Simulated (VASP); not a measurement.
Input of a VASP 6.6.1 run:

File INCAR:

```
PREC = Accurate
ENCUT = 520
EDIFF = 1E-6
ISMEAR = 0
SIGMA = 0.1
LREAL = False
LASPH = True
NELM = 60
ALGO = Normal
ISIF = 2
LWAVE = False
LCHARG = True
GGA = PE
LELF = True
LVHAR = True
NBANDS = 17
```

KPOINTS

```
Automatic mesh
0
Gamma
  10 10 10
```

File POSCAR:

```
TePb
1.0
    3.8913035815      0.0000000000      0.0000000000
    0.0000000000      3.8913035815      0.0000000000
    0.0000000000      0.0000000000      3.8913035815
Te Pb
1 1
Direct
    0.5000000000      0.5000000000      0.5000000000
    0.0000000000      0.0000000000      0.0000000000
```

Potentials or basis: VASP PAW PBE potentials, release 64 (Te, Pb_d).

Launch:

```bash
$ cat potpaw_PBE.64/Te/POTCAR potpaw_PBE.64/Pb_d/POTCAR > POTCAR
$ mpirun -np 1 vasp_std > vasp.out
```

(1) Estimate the pressure.

(2) Estimate the band gap on the k mesh.

Results:

(1) 3.7 GPa.

(2) zero (bands 10 and 11 overlap by 1.52 eV).

Caveat: the cell differs from its parent crystal (strained); the cell stands under pressure; spin-orbit coupling is left out, which moves the levels of the heavy elements.
